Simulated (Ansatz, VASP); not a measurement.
## Two plane-wave programs on Hg

```
Hg
1.0
     2.23398   -2.04586    0.00000
     2.23398    2.04586    0.00000
    -0.34874    0.00000    3.03980
Hg
1
Direct
  0.50000 0.50000 0.50000
```

Alike in both runs: task single point; functional PBE; k mesh 4 × 4 × 4; occupations tetrahedron; no spin polarisation.

```csv
,VASP,Ansatz
version,VASP 6.6.1,Ansatz 0.2.0
potentials or method,"VASP PAW PBE potentials, release 64 (Hg_sv_GW), cutoff 550 eV","scalar-relativistic, plane waves, PAW"
valence electrons in the cell,20,20
```

VASP gave:

- gap on the k mesh at the Fermi level (eV): none
- pressure (GPa): 7.4
- traceless stress, the component that is largest in VASP (GPa): 2.52

Question: What did Ansatz give for the same quantities?

Answer: gap on the k mesh at the Fermi level (eV): none; pressure (GPa): 7.3; traceless stress, the component that is largest in VASP (GPa): 2.51.

A gap of «none» marks a metal or a gap that the smearing closes. Ansatz's warnings: band table not solved further, tetrahedron derivatives may miss energy slope.

The k mesh is coarse, so the values compare programs but aren't converged. Neither program's run includes spin-orbit coupling.
